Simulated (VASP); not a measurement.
Wanted: the native input for a VASP 6.6.1 run.

* Task: single point
* Functional: PBE
* Potentials or basis: VASP PAW PBE potentials, release 64 (Co)
* Cutoff: 520 eV
* k mesh: 21 × 21 × 10
* Occupations: gaussian, width 0.1 eV
* Spin: collinear spin, ferromagnetic start
* Starting moments: [1.86, 1.86] μB
* Dipole correction: no
* k mesh for the DOS: 32 × 32 × 15
* Occupations for the DOS: tetrahedron
* Further INCAR settings: ALGO = Normal; EDIFF = 1e-07; NBANDS = 20

Co:

```
Co
1.0
     2.49377    0.00000    0.00000
    -1.24688    2.15967    0.00000
     0.00000    0.00000    4.03307
Co
2
Direct
  0.33333 0.66667 0.25000
  0.66667 0.33333 0.75000
```

The input as run:

POSCAR

```
Co
1.0
    2.4937685660      0.0000000000      0.0000000000
   -1.2468842830      2.1596669293      0.0000000000
    0.0000000000      0.0000000000      4.0330681433
Co
2
Direct
    0.3333333333      0.6666666667      0.2500000000
    0.6666666667      0.3333333333      0.7500000000
```

INCAR.step1

```
SYSTEM = Co
  PREC = Accurate
  ENCUT = 520
  EDIFF = 1E-7
  ISMEAR = 0
  SIGMA = 0.1
  LREAL = .False.
  LASPH = .True.
  NELM = 150
  ALGO = Normal
  ISIF = 2
  LWAVE = .False.
  LCHARG = .True.
  ISPIN = 2
  MAGMOM = 1.86 1.86
  LMAXMIX = 4
  GGA = PE
  NBANDS = 20
```

KPOINTS.step1

```
Automatic mesh
0
Gamma
  21 21 10
  0 0 0
```

INCAR.step2

```
SYSTEM = Co
  PREC = Accurate
  ENCUT = 520
  EDIFF = 1E-7
  ISMEAR = -5
  SIGMA = 0.1
  LREAL = .False.
  LASPH = .True.
  NELM = 150
  ALGO = Normal
  ISIF = 2
  LWAVE = .False.
  LCHARG = .False.
  ISPIN = 2
  MAGMOM = 1.86 1.86
  LORBIT = 11
  LMAXMIX = 4
  GGA = PE
  NBANDS = 20
  NEDOS = 1001
  ICHARG = 11
```

KPOINTS.step2

```
Automatic mesh
0
Gamma
  32 32 15
  0 0 0
```

Potentials or basis: VASP PAW PBE potentials, release 64 (Co).

Run with:

```console
$ cat potpaw_PBE.64/Co/POTCAR > POTCAR
$ cp INCAR.step1 INCAR
$ cp KPOINTS.step1 KPOINTS
$ mpirun -np 1 vasp_std > vasp.out
$ cp INCAR.step2 INCAR
$ cp KPOINTS.step2 KPOINTS
$ mpirun -np 1 vasp_std > vasp.out
```

Results of the run:

The net moment is 3.21 μB per cell. The site moments are Co +1.62 μB and the valence electrons inside the program's atomic spheres are Co 8.27.

Wall time 4.3 min on 1 thread of AMD EPYC 9R45 96-Core Processor (Zen 5) (shared host), peak memory 0.6 GiB.
